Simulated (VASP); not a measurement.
# Mo (R-3m) in VASP: a series of runs, part 2 of 2

VASP 6.6.1.

## Step 3: Single point, PBE

This run uses another cell than the first one, of the same volume but with other edges.

Contents of INCAR:

```
PREC     = Accurate       # precision mode
ENCUT    = 520            # plane-wave cutoff, eV
EDIFF    = 1E-7           # SCF threshold, eV
ISMEAR   = 0              # smearing method
SIGMA    = 0.15           # smearing width, eV
LREAL    = False          # projectors in reciprocal space
LASPH    = True           # aspherical terms in the spheres
NELM     = 100            # most SCF steps
ALGO     = Fast           # electronic algorithm
ISIF     = 2              # what is computed and relaxed
LWAVE    = False          # write WAVECAR
LCHARG   = False          # write CHGCAR
GGA      = PE             # functional
NBANDS   = 13             # bands
```

Contents of KPOINTS:

```
regular mesh
0
Gamma
  22 22 22
```

Contents of POSCAR:

```
Mo
1.0
   -1.3949044564      1.6150310750      1.6150310750
    1.6150310750     -1.3949044564      1.6150310750
    1.6150310750      1.6150310750     -1.3949044564
Mo
1
Direct
    0.0000000000      0.0000000000      0.0000000000
```

Potentials or basis: VASP PAW PBE potentials, release 64 (Mo_sv).

On the command line:

```
$ cat potpaw_PBE.64/Mo_sv/POTCAR > POTCAR
$ mpirun -np 1 vasp_std > vasp.out
```

OUTCAR:

```text
PREC = Accurate
   ENCUT = 520
   EDIFF = 1E-7
   ISMEAR = 0
   LREAL = False
   LASPH = True
   NELM = 100
   ISIF = 2
   GGA = PE

 ion  position               nearest neighbor table
   1  0.000  0.000  0.000-

  LATTYP: Found a trigonal (rhomboedric) cell.
 ALAT       =     2.6762677723
 COS(alpha) =    -0.2648972803

  Lattice vectors:

 A1 = (  -1.3949044564,   1.6150310750,   1.6150310750)
 A2 = (   1.6150310750,  -1.3949044564,   1.6150310750)
 A3 = (   1.6150310750,   1.6150310750,  -1.3949044564)

Analysis of symmetry for initial positions (statically):
=====================================================================
 Subroutine PRICEL returns:
 Original cell was already a primitive cell.

 Routine SETGRP: Setting up the symmetry group for a
 trigonal (rhombohedral) supercell.

 Subroutine GETGRP returns: Found 12 space group operations
 (whereof 12 operations were pure point group operations)
 out of a pool of 12 trial point group operations.

The static configuration has the point symmetry D_3d.

Analysis of symmetry for dynamics (positions and initial velocities):
=====================================================================
 Subroutine PRICEL returns:
 Original cell was already a primitive cell.

 Routine SETGRP: Setting up the symmetry group for a
 trigonal (rhombohedral) supercell.

 Subroutine GETGRP returns: Found 12 space group operations
 (whereof 12 operations were pure point group operations)
 out of a pool of 12 trial point group operations.

The dynamic configuration has the point symmetry D_3d.

 Subroutine INISYM returns: Found 12 space group operations
 (whereof 12 operations are pure point group operations),
 and found     1 'primitive' translations

----------------------------------------------------------------------------------------

                                     Primitive cell

  volume of cell :      16.6260

  direct lattice vectors                    reciprocal lattice vectors
    -1.394904456  1.615031075  1.615031075    -0.039851253  0.292381777  0.292381777
     1.615031075 -1.394904456  1.615031075     0.292381777 -0.039851253  0.292381777
     1.615031075  1.615031075 -1.394904456     0.292381777  0.292381777 -0.039851253

  length of vectors
     2.676267772  2.676267772  2.676267772     0.415406221  0.415406221  0.415406221

  position of ions in fractional coordinates (direct lattice)
     0.000000000  0.000000000  0.000000000

  ion indices of the primitive-cell ions
   primitive index   ion index
                 1           1

----------------------------------------------------------------------------------------

 KPOINTS: regular mesh

Automatic generation of k-mesh.
 Grid dimensions read from file:
 generate k-points for:   22   22   22

 Generating k-lattice:

  Cartesian coordinates                     Fractional coordinates (reciprocal lattice)
    -0.001811421  0.013290081  0.013290081     0.045454545  0.000000000  0.000000000
     0.013290081 -0.001811421  0.013290081     0.000000000  0.045454545  0.000000000
     0.013290081  0.013290081 -0.001811421     0.000000000  0.000000000  0.045454545

  Length of vectors
     0.018882101  0.018882101  0.018882101

  Shift w.r.t. Gamma in fractional coordinates (k-lattice)
     0.000000000  0.000000000  0.000000000

 Subroutine IBZKPT returns following result:
 ===========================================

 Found   1024 irreducible k-points:

 Following reciprocal coordinates:
            Coordinates               Weight
  0.000000  0.000000  0.000000      1.000000
  0.045455 -0.000000 -0.000000      6.000000
  0.090909 -0.000000 -0.000000      6.000000
  0.136364  0.000000  0.000000      6.000000
  0.181818  0.000000  0.000000      6.000000
  0.227273  0.000000  0.000000      6.000000
[... 16 lines left out ...]
  0.500000  0.045455  0.000000     12.000000
 -0.454545  0.045455  0.000000     12.000000
 [... further k-points ...]
   k-points           NKPTS =   1024   k-points in BZ     NKDIM =   1024   number of bands    NBANDS=     13
   number of dos      NEDOS =    301   number of ions     NIONS =      1
   total plane-waves  NPLWV =   8000
   dimension x,y,z NGX =    20 NGY =   20 NGZ =   20
   dimension x,y,z NGXF=    40 NGYF=   40 NGZF=   40
   ions per type =               1
   NGX,Y,Z   is equivalent  to a cutoff of  12.42, 12.42, 12.42 a.u.
   NGXF,Y,Z  is equivalent  to a cutoff of  24.85, 24.85, 24.85 a.u.
 SYSTEM =  unknown system
   PREC   = accura    normal or accurate (medium, high low for compatibility)
   ISTART =      0    job   : 0-new  1-cont  2-samecut
   ICHARG =      2    charge: 1-file 2-atom 10-const
   ISPIN  =      1    spin polarized calculation?
   LNONCOLLINEAR =      F non collinear calculations
   LSORBIT =      F    spin-orbit coupling
   LASPH  =      T    aspherical Exc in radial PAW
   ENCUT  =  520.0 eV  38.22 Ry    6.18 a.u.   4.98  4.98  4.98*2*pi/ulx,y,z
   NELM   =    100;   NELMIN=  2; NELMDL= -5     # of ELM steps
   EDIFF  = 0.1E-06   stopping-criterion for ELM
   LREAL  =      F    real-space projection
   EDIFFG = 0.1E-05   stopping-criterion for IOM
   NSW    =      0    number of steps for IOM
   IBRION =     -1    ionic relax: 0-MD 1-quasi-New 2-CG
   NFREE  =      0    steps in history (QN), initial steepest desc. (CG)
   ISIF   =      2    stress and relaxation
   ISYM   =      2    0-nonsym 1-usesym 2-fastsym
   POTIM  = 0.5000    time-step for ionic-motion
   TEBEG  =    0.0;   TEEND  =   0.0 temperature during run
   PSTRESS=    0.0 pullay stress
   NELECT =      14.0000    total number of electrons
   NUPDOWN=      -1.0000    fix difference up-down
   EMIN   =  10.00;   EMAX   =-10.00  energy-range for DOS
   EFERMI =   0.00;   METHOD = LEGACY
   ISMEAR =     0;   SIGMA  =   0.15  broadening in eV -4-tet -1-fermi 0-gaus
   EFERMI_NEDOS =   21; number of points for ismear=-14 and -15
   IALGO  =     68    algorithm
   IMIX   =      4    mixing-type and parameters
     AMIX     =   0.40;   BMIX     =  1.00
     AMIX_MAG =   1.60;   BMIX_MAG =  1.00
  volume/ion in A,a.u.               =      16.63       112.20
  Fermi-wavevector in a.u.,A,eV,Ry     =   1.545924  2.921374 32.516322  2.389882
  Thomas-Fermi vector in A             =   2.651234
   LORBIT       =      0    0 simple, 1 ext, 2 COOP (PROOUT), +10 PAW based schemes
   GGA     = PE    functional components
   LHFCALC =     F    Hartree Fock is set to
   AEXX    =    0.0000 exact exchange contribution
   IVDW    =     0    specifies the selected vdW correction
   LEPSILON=     F    determine dielectric tensor
   LRPA    =     F    only Hartree local field effects (RPA)
 non-spin polarized calculation
 RMM-DIIS sequential band-by-band and
 Gauss-broadening in eV      SIGMA  =   0.15
  energy-cutoff  :      520.00
  volume of cell :       16.63
 maximum number of plane-waves:       460
   NGX =  9   NGY =  9   NGZ =  9

 number of electron      14.0000001 magnetization

 Free energy of the ion-electron system (eV)
  ---------------------------------------------------
  ext. energy  EPLUGINS =         0.00000000
  ---------------------------------------------------
  free energy    TOTEN  =       -10.71653240 eV

  energy without entropy =      -10.70841706  energy(sigma->0) =      -10.71247473

 E-fermi :  11.7185     XC(G=0): -13.0164

 val. band max:       11.7133094307   @ k =   0.4091   0.3636   0.1364
 cond. band min:      11.7226300296   @ k =  -0.1818  -0.2273   0.1364
 fundamental gap:      0.0093205989
 Fermi energy:        11.7184789136

 k-point     1 :       0.0000    0.0000    0.0000
  band No.  band energies     occupation
      1     -49.6774      2.00000
      2     -23.2355      2.00000
      3     -22.8937      2.00000
      4     -22.8937      2.00000
      5       4.6579      2.00000
      6       9.0540      2.00000
      7       9.0540      2.00000
      8      12.2593      0.00000
      9      13.7895      0.00000
     10      13.7895      0.00000
     11      25.5533      0.00000
     12      25.5533      0.00000
     13      28.8270      0.00000
[... 353 lines left out ...]
 k-point    24 :      -0.4545    0.0455    0.0000
  band No.  band energies     occupation
      1     -49.4982      2.00000
      2     -24.2387      2.00000
      3     -23.1882      2.00000
      4     -22.8935      2.00000
      5       6.9162      2.00000
      6       8.2757      2.00000
      7      11.4828      1.97374
      8      13.8690      0.00000
      9      13.9771      0.00000
     10      15.0328      0.00000
     11      21.8346      0.00000
     12      24.9150      0.00000
     13      29.4602      0.00000

 [... further k-points ...]
[... 5 lines left out ...]
  --------------------------------------------------------------------------------------
  -------------------------------------------------------------------------------------
  Total       -0.6721129     -0.6721129     -0.6721129     -0.9094633     -0.9094633     -0.9094633
  in kB      -64.7686789    -64.7686789    -64.7686789    -87.6411358    -87.6411358    -87.6411358
  external PRESSURE =     -64.7686789 kB  Pullay stress =       0.0000000 kB

 VOLUME and BASIS-vectors are now :
 -----------------------------------------------------------------------------
  energy-cutoff  :      520.00
  volume of cell :       16.63
      direct lattice vectors                 reciprocal lattice vectors
    -1.394904456  1.615031075  1.615031075    -0.039851253  0.292381777  0.292381777
     1.615031075 -1.394904456  1.615031075     0.292381777 -0.039851253  0.292381777
     1.615031075  1.615031075 -1.394904456     0.292381777  0.292381777 -0.039851253

 POSITION                                       TOTAL-FORCE (eV/Angst)
 -----------------------------------------------------------------------------------
      0.00000      0.00000      0.00000        -0.000000      0.000000     -0.000000
 -----------------------------------------------------------------------------------
    total drift:                                0.000000     -0.000000      0.000000

  FREE ENERGIE OF THE ION-ELECTRON SYSTEM (eV)
  ---------------------------------------------------
  free  energy   TOTEN  =       -10.7165323977 eV

  energy  without entropy=      -10.7084170646  energy(sigma->0) =      -10.71247473
```

Run time: 2.6 min. Hardware: 1 thread of Intel Xeon Platinum 8259CL at 2.50GHz (Skylake/Cascade Lake), shared host; peak memory 0.3 GiB.

What came out:

```yaml
Free_energy: -10.7165 eV
Pressure: -6.5 GPa
Band_gap_on_the_k_mesh: zero (band 7 reaches 13.08 eV, above the bottom of band 8 at 10.74 eV)
```

## Step 4: Single point, PBE

This run uses another cell than the first one, of the same volume but with other edges.

Contents of INCAR:

```
PREC = Accurate
ENCUT = 520
EDIFF = 1E-6
ISMEAR = 0
SIGMA = 0.15
LREAL = F
LASPH = T
NELM = 100
ALGO = Fast
ISIF = 2
LWAVE = F
LCHARG = T
GGA = PE
LELF = T
LVHAR = T
NBANDS = 13
```

KPOINTS is that of step 3.

Contents of POSCAR:

```
Mo
1.0
   -0.9611293407      1.6759550037      1.6759550037
    1.6759550037     -0.9611293407      1.6759550037
    1.6759550037      1.6759550037     -0.9611293407
Mo
1
Direct
    0.0000000000      0.0000000000      0.0000000000
```

Potentials or basis: VASP PAW PBE potentials, release 64 (Mo_sv).

On the command line:

```
$ cat potpaw_PBE.64/Mo_sv/POTCAR > POTCAR
$ mpirun -np 1 vasp_std > vasp.out
```

OUTCAR:

```text
PREC = Accurate
   ENCUT = 520
   EDIFF = 1E-6
   ISMEAR = 0
   LREAL = F
   LASPH = T
   NELM = 100
   ISIF = 2
   GGA = PE

 ion  position               nearest neighbor table
   1  0.000  0.000  0.000-

  LATTYP: Found a trigonal (rhomboedric) cell.
 ALAT       =     2.5576199793
 COS(alpha) =    -0.0631046292

  Lattice vectors:

 A1 = (  -0.9611293407,   1.6759550037,   1.6759550037)
 A2 = (   1.6759550037,  -0.9611293407,   1.6759550037)
[... 554 lines left out ...]
      3     -22.6864      2.00000
      4     -22.5937      2.00000
      5       7.8361      2.00000
      6       8.0702      2.00000
      7      10.9675      2.00000
      8      12.3820      0.00000
      9      12.9079      0.00000
     10      15.7776      0.00000
     11      21.2609      0.00000
     12      26.2086      0.00000
     13      31.1720      0.00000

 [... further k-points ...]
[... 5 lines left out ...]
  --------------------------------------------------------------------------------------
  -------------------------------------------------------------------------------------
  Total        1.1555671      1.1555671      1.1555671     -0.6725043     -0.6725043     -0.6725043
  in kB      111.3571125    111.3571125    111.3571125    -64.8063989    -64.8063989    -64.8063989
  external PRESSURE =     111.3571125 kB  Pullay stress =       0.0000000 kB

 VOLUME and BASIS-vectors are now :
 -----------------------------------------------------------------------------
  energy-cutoff  :      520.00
  volume of cell :       16.63
      direct lattice vectors                 reciprocal lattice vectors
    -0.961129341  1.675955004  1.675955004    -0.113379981  0.265826699  0.265826699
     1.675955004 -0.961129341  1.675955004     0.265826699 -0.113379981  0.265826699
     1.675955004  1.675955004 -0.961129341     0.265826699  0.265826699 -0.113379981

 POSITION                                       TOTAL-FORCE (eV/Angst)
 -----------------------------------------------------------------------------------
      0.00000      0.00000      0.00000        -0.000000     -0.000000     -0.000000
 -----------------------------------------------------------------------------------
    total drift:                                0.000000      0.000000      0.000000

  FREE ENERGIE OF THE ION-ELECTRON SYSTEM (eV)
  ---------------------------------------------------
  free  energy   TOTEN  =        -9.8244906605 eV

  energy  without entropy=       -9.8126378591  energy(sigma->0) =       -9.81856426
```

OSZICAR:

```text
N       E                     dE             d eps       ncg     rms          rms(c)
DAV:   1     0.963779899070E+02    0.96378E+02   -0.80445E+03 26794   0.110E+03
DAV:   2    -0.901581800491E+01   -0.10539E+03   -0.10098E+03 30374   0.310E+02
DAV:   3    -0.102160984978E+02   -0.12003E+01   -0.11955E+01 30504   0.335E+01
DAV:   4    -0.102191512963E+02   -0.30528E-02   -0.30527E-02 29944   0.203E+00
DAV:   5    -0.102191727986E+02   -0.21502E-04   -0.21501E-04 30894   0.153E-01    0.136E+01
RMM:   6    -0.986712931449E+01    0.35204E+00   -0.43181E-01 26684   0.615E+00    0.482E+00
RMM:   7    -0.982602557976E+01    0.41104E-01   -0.12248E-01 27089   0.330E+00    0.718E-01
RMM:   8    -0.982463908793E+01    0.13865E-02   -0.82844E-03 28928   0.982E-01    0.137E-01
RMM:   9    -0.982449681636E+01    0.14227E-03   -0.77307E-04 30589   0.323E-01    0.325E-02
RMM:  10    -0.982449091138E+01    0.59050E-05   -0.16017E-04 30735   0.147E-01    0.214E-02
RMM:  11    -0.982449094424E+01   -0.32861E-07   -0.16228E-05 30570   0.494E-02    0.271E-03
RMM:  12    -0.982449066049E+01    0.28374E-06   -0.46811E-06 22910   0.238E-02
   1 F= -.98244907E+01 E0= -.98185643E+01  d E =-.118528E-01
```

stdout:

```text
POSCAR found type information on POSCAR Mo
 POSCAR found :  1 types and       1 ions
 scaLAPACK will be used
 LDA part: xc-table for (Slater+PW92), standard interpolation
 POSCAR, INCAR and KPOINTS ok, starting setup
 FFT: planning ... GRIDC
 FFT: planning ... GRID_SOFT
 FFT: planning ... GRID
 WAVECAR not read
 entering main loop
WARNING in EDDRMM: call to ZHEGV failed, returncode =   6  3     13
```

Wall time 2.4 min (1 thread of Intel Xeon Platinum 8259CL at 2.50GHz (Skylake/Cascade Lake), shared host); peak memory 0.3 GiB.

Results:

* Free energy: -9.8245 eV
* Pressure: 11.1 GPa
* Band gap on the k mesh: zero (band 7 reaches 13.01 eV, above the bottom of band 8 at 10.37 eV)

## Step 5: Single point, PBE

This run uses another cell than the first one, of 17.47 Å³/atom, 1.051 times its volume.

Contents of INCAR:

```
SYSTEM = Mo
  PREC = Accurate
  ENCUT = 520
  EDIFF = 1E-6
  ISMEAR = 0
  SIGMA = 0.15
  LREAL = .False.
  LASPH = .True.
  NELM = 80
  ALGO = Fast
  ISIF = 2
  LWAVE = .False.
  LCHARG = .False.
  GGA = PE
  NBANDS = 13
```

Contents of KPOINTS:

```
Automatic mesh
0
Gamma
  22 22 22
  0 0 0
```

Contents of POSCAR:

```
Mo
1.0
   -1.1995784126      1.6645164842      1.6645164842
    1.6645164842     -1.1995784126      1.6645164842
    1.6645164842      1.6645164842     -1.1995784126
Mo
1
Direct
    0.0000000000      0.0000000000      0.0000000000
```

On the command line:

```
$ cat potpaw_PBE.64/Mo_sv/POTCAR > POTCAR
$ mpirun -np 1 vasp_std > vasp.out
```

Run time: 2.5 min. Hardware: 1 thread of Intel Xeon Platinum 8259CL at 2.50GHz (Skylake/Cascade Lake), shared host; peak memory 0.31 GiB.

The run converged. Its results:

- Free energy: -10.2555 eV
- Pressure: -7.3 GPa
- Band gap on the k mesh: zero (band 7 reaches 12.11 eV, above the bottom of band 8 at 9.86 eV)

Stress tensor (GPa, compression positive):
```
 -7.25 -10.77 -10.77
-10.77  -7.25 -10.77
-10.77 -10.77  -7.25
```

Levels at points of the mesh, in eV from the Fermi level:
```csv
k point,band 4,band 5,band 6,band 7,band 8,band 9,band 10,band 11
"(0.00, 0.00, 0.00)",-34.55,-6.76,-3.63,-3.63,2.17,2.96,2.96,13.81
"(0.50, 0.00, 0.00)",-34.47,-4.24,-3.43,0.08,1.40,1.52,3.11,9.06
"(0.50, 0.50, 0.00)",-34.49,-5.19,-2.93,0.99,1.63,3.55,5.35,8.13
"(0.50, 0.50, 0.50)",-35.36,-4.55,-4.55,-1.33,5.35,5.35,7.37,10.30
```

## Step 6: Single point, PBE

This run uses another cell than the first one, of 17.47 Å³/atom, 1.051 times its volume.

Contents of INCAR:

```
SYSTEM = Mo
PREC = Accurate
ENCUT = 520
EDIFF = 1E-6
ISMEAR = 0
SIGMA = 0.15
LREAL = .FALSE.
LASPH = .TRUE.
NELM = 60
ALGO = Fast
ISIF = 2
LWAVE = .FALSE.
LCHARG = .FALSE.
GGA = PE
NBANDS = 13
```

Contents of KPOINTS:

```
regular mesh
0
G
  22 22 22
  0 0 0
```

Contents of POSCAR:

```
Mo
1.0
   -0.7481518344      1.7611617138      1.7611617138
    1.7611617138     -0.7481518344      1.7611617138
    1.7611617138      1.7611617138     -0.7481518344
Mo
1
Direct
    0.0000000000      0.0000000000      0.0000000000
```

Potentials or basis: VASP PAW PBE potentials, release 64 (Mo_sv).

On the command line:

```
$ cat potpaw_PBE.64/Mo_sv/POTCAR > POTCAR
$ mpirun -np 1 vasp_std > vasp.out
```

Run time: 2.1 min. Hardware: 1 thread of Intel Xeon Platinum 8259CL at 2.50GHz (Skylake/Cascade Lake), shared host; peak memory 0.31 GiB.

It converged, with:

- Free energy: -9.8584 eV
- Pressure: 0.4 GPa
- Band gap on the k mesh: zero (band 7 reaches 12.29 eV, above the bottom of band 8 at 9.88 eV)

Stress tensor (GPa, compression positive):
```
0.40 5.94 5.94
5.94 0.40 5.94
5.94 5.94 0.40
```

Levels at points of the mesh, in eV from the Fermi level:
```tsv
k point	band 5	band 6	band 7	band 8	band 9	band 10
(0.00, 0.00, 0.00)	-6.56	-4.16	-4.16	3.62	3.62	3.79
(0.50, 0.00, 0.00)	-3.63	-3.34	0.06	0.58	0.85	3.97
(0.50, 0.50, 0.00)	-5.36	-2.47	1.24	1.43	5.07	5.97
(0.50, 0.50, 0.50)	-4.30	-3.48	-3.48	6.15	6.15	7.53
```

## Step 7: Summary

```tsv
cell	further INCAR settings	gap on the mesh (eV)	pressure (GPa)
a = 2.921 Å, angles 112.6°, 1 atom	ALGO = Fast; EDIFF = 1e-07; NBANDS = 13	none	-3.8
a = 2.676 Å, angles 105.4°, 1 atom	ALGO = Fast; EDIFF = 1e-07; NBANDS = 13	none	-6.5
a = 2.558 Å, angles 93.6°, 1 atom	ALGO = Fast; EDIFF = 1e-06; NBANDS = 13	none	11.1
a = 2.642 Å, angles 100.1°, 1 atom	ALGO = Fast; EDIFF = 1e-06; NBANDS = 13	none	-7.3
a = 2.601 Å, angles 86.0°, 1 atom	ALGO = Fast; EDIFF = 1e-06; NBANDS = 13	none	0.4
```

Alike in all rows: task single point; level PBE; potentials or basis VASP PAW PBE potentials, release 64 (Mo_sv); no spin polarisation; k mesh 22 × 22 × 22; cutoff (eV) 520; smearing gaussian 0.15 eV.

Total energies depend on the potentials used, so only differences within one code and one set of settings carry meaning.
